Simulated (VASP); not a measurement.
Runs of VASP 6.6.1 on Si2F. The structure is that of space group P6/mmm (No. 191), or close to it. The cells are those of the table. 

```tsv
task	cell	k mesh	cutoff (eV)	gap on the mesh (eV)	pressure (GPa)	relaxed volume (Å³/atom)
single point	a = 3.434, b = 3.434, c = 3.708 Å, angles 90.0, 90.0, 120.0°, 3 atoms	6 × 6 × 6	520	none	(a)	-
relaxation of cell and atoms	relaxed from a = 3.434, b = 3.434, c = 3.708 Å, angles 90.0, 90.0, 120.0°, 3 atoms	6 × 6 × 6	600	none	0.1	14.01
relaxation of cell and atoms	relaxed from a = 4.121, b = 4.121, c = 2.877 Å, angles 90.0, 90.0, 120.0°, 3 atoms	12 × 12 × 16	600	none	0.0	13.86
single point	a = 4.121, b = 4.121, c = 2.877 Å, angles 90.0, 90.0, 120.0°, 3 atoms	6 × 6 × 6	520	none	0.0	-
single point	a = 4.155, b = 4.155, c = 2.790 Å, angles 90.0, 90.0, 120.0°, 3 atoms	12 × 12 × 16	520	none	-0.2	-
```

Alike in all rows: level PBE; potentials or basis VASP PAW PBE potentials, release 64 (Si, F); no spin polarisation; smearing gaussian 0.1 eV.

Estimate the missing entries.

(a) 64.7.

Caveats: some runs use coarse meshes; an odd number of electrons without spin polarisation forces a metal; a magnetic or distorted state may lie lower.

A gap of «none» marks levels without a gap at the run's occupations.
